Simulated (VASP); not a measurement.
Set up this calculation in VASP 6.6.1, as the native input.

```
Task                   : single point
Functional             : PBE
Potentials or basis    : VASP PAW PBE potentials, release 64 (Co)
Cutoff                 : 520 eV
k mesh                 : 12 × 12 × 7
Occupations            : fermi-dirac, width 0.1 eV
Spin                   : no spin polarisation
Dipole correction      : no
Further INCAR settings : ALGO = Normal; EDIFF = 1e-06; NBANDS = 16
```

The structure of Co lies in POSCAR:

```
Co
1.0
    2.4583936733      0.0000000000      0.0000000000
   -1.2291968366      2.1290313736      0.0000000000
    0.0000000000      0.0000000000      3.9606917934
Co
2
Direct
    0.3333333333      0.6666666667      0.2500000000
    0.6666666667      0.3333333333      0.7500000000
```

One way to write it, as run:

INCAR

```
  ALGO = Normal
  EDIFF = 1E-6
  ENCUT = 520
  GGA = PE
  ISIF = 2
  ISMEAR = -1
  LASPH = T
  LCHARG = F
  LREAL = F
  LWAVE = F
  NBANDS = 16
  NELM = 60
  PREC = Accurate
  SIGMA = 0.1
```

KPOINTS

```
k-points
0
Gamma
  12 12 7
```

Potentials or basis: VASP PAW PBE potentials, release 64 (Co).

Command:

```bash
$ cat potpaw_PBE.64/Co/POTCAR > POTCAR
$ mpirun -np 1 vasp_std > vasp.out
```

It gave:

The pressure is -0.5 GPa and the band gap on the k mesh is zero (band 9 reaches 11.23 eV, above the bottom of band 10 at 9.73 eV).

Caveat: the run has no spin polarisation, though such a crystal can be magnetic.

It took 25 s on 1 thread of Intel Xeon 8259CL, with other jobs on the host, peak memory 0.14 GiB.
